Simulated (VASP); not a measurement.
Here is a VASP 6.6.1 calculation.

The input POSCAR:

```
CdI2
1.0
    4.2399145174      0.0000000000      0.0000000000
   -2.1199572587      3.6718736820      0.0000000000
    0.0000000000      0.0000000000      6.8360999508
Cd I
1 2
Direct
    0.0000000000      0.0000000000      0.0000000000
    0.3333333333      0.6666666667      0.2532255740
    0.6666666667      0.3333333333      0.7467744260
```

Contents of INCAR.step1:

```
SYSTEM = CdI2
PREC = Accurate ; ENCUT = 550
ISMEAR = -1 ; SIGMA = 0.02
LREAL = .False. ; LASPH = .True.
NELM = 120 ; GGA = PE
ALGO = Normal ; EDIFF = 1E-5
LWAVE = .True. ; LCHARG = .False.
GGA_COMPAT = .False. ; IBRION = 2
ISIF = 3 ; EDIFFG = -0.005
NELMIN = 4 ; NSW = 100
```

Contents of INCAR.step2:

```
SYSTEM = CdI2
PREC = Accurate ; ENCUT = 550
EDIFF = 1E-7 ; ISMEAR = -1
SIGMA = 0.02 ; LREAL = .False.
LASPH = .True. ; NELM = 120
ALGO = Normal ; ISIF = 3
LWAVE = .False. ; LCHARG = .False.
METAGGA = R2SCAN ; LMIXTAU = .True.
LUSE_VDW = .True. ; IVDW_NL = 2
BPARAM = 11.95 ; CPARAM = 0.0093
IBRION = 2 ; NSW = 80
EDIFFG = -0.005 ; ISTART = 1
GGA_COMPAT = .False. ; NELMIN = 4
```

Contents of KPOINTS:

```
Automatic mesh
0
Gamma
  6 6 4
  0 0 0
```

Potentials or basis: VASP PAW PBE potentials, release 64 (Cd, I).

Launch:

```console
$ cat potpaw_PBE.64/Cd/POTCAR potpaw_PBE.64/I/POTCAR > POTCAR
$ cp INCAR.step1 INCAR
$ mpirun -np 1 vasp_std > vasp.out
$ cp INCAR.step2 INCAR
$ mpirun -np 1 vasp_std > vasp.out
```

(1) Predict the relaxed cell.

(2) What does it give for the band gap on the k mesh?

(3) Estimate the relaxed volume.

(4) Predict the space group after relaxing (to 0.1 Å).

## Answers

(1) a = 4.258 Å, b = 4.258 Å, c = 6.905 Å, α = 90.00°, β = 90.00°, γ = 120.00°.

(2) 2.78 eV (least direct gap 3.11 eV).

(3) 36.14 Å³/atom.

(4) P-3m1 (No. 164).

Caveat: the PAW data sets were made with another functional, which shifts forces and pressure a little; spin-orbit coupling is left out, which moves the levels of the heavy elements.
